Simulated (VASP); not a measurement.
Al: single point with PBE

The system is Al.

```
CELL_PARAMETERS angstrom
3.70975 0.00000 0.00000
-1.85488 3.21274 0.00000
0.00000 0.00000 4.21596
ATOMIC_POSITIONS crystal
Al 0.21700 0.00000 0.16667
Al 0.00000 0.21700 0.83333
Al 0.78300 0.78300 0.50000
```

* Program: VASP 6.6.1
* Task: single point
* Functional: PBE
* Potentials or basis: VASP PAW PBE potentials, release 64 (Al)
* Cutoff: 500 eV
* k mesh: 6 × 6 × 4
* Occupations: gaussian, width 0.1 eV
* Spin: no spin polarisation
* Dipole correction: no
* Further INCAR settings: ALGO = Normal; EDIFF = 1e-06; NBANDS = 12

* Pressure: 49.5 GPa
* Largest force: 10.683 eV/Å

Forces on the atoms (eV/Å):
```
Al  10.683  0.000  0.000
Al  -5.341  9.251  0.000
Al  -5.341 -9.251  0.000
```

Stress tensor (GPa, compression positive):
```
33.53  0.00  0.00
 0.00 33.53  0.00
 0.00  0.00 81.48
```

Levels at points of the mesh, in eV from the Fermi level:
```
           k point  band 1  band 2  band 3  band 4  band 5  band 6  band 7  band 8  band 9
(0.00, 0.00, 0.00)  -10.84   -2.97   -2.97    0.89    1.95    1.95    3.98    3.98    4.57
(0.50, 0.00, 0.00)   -8.24   -6.36   -1.07   -0.94   -0.45    0.14    1.49    1.98    6.48
(0.00, 0.00, 0.50)   -8.80   -8.80    2.02    2.44    2.44    3.85    3.85    4.92    5.11
(0.50, 0.00, 0.50)   -6.32   -6.25   -4.38   -4.33    0.63    1.19    2.02    2.65    7.53
```

Wall time 5.7 s on 1 thread of Intel(R) Xeon(R) 6975P-C (Granite Rapids), on a shared host, peak memory 0.15 GiB.

Caveat: the k points lie up to 0.37 Å⁻¹ apart; forces of over 1 eV/Å act on the atoms, so gaps and moduli don't describe the material at rest.
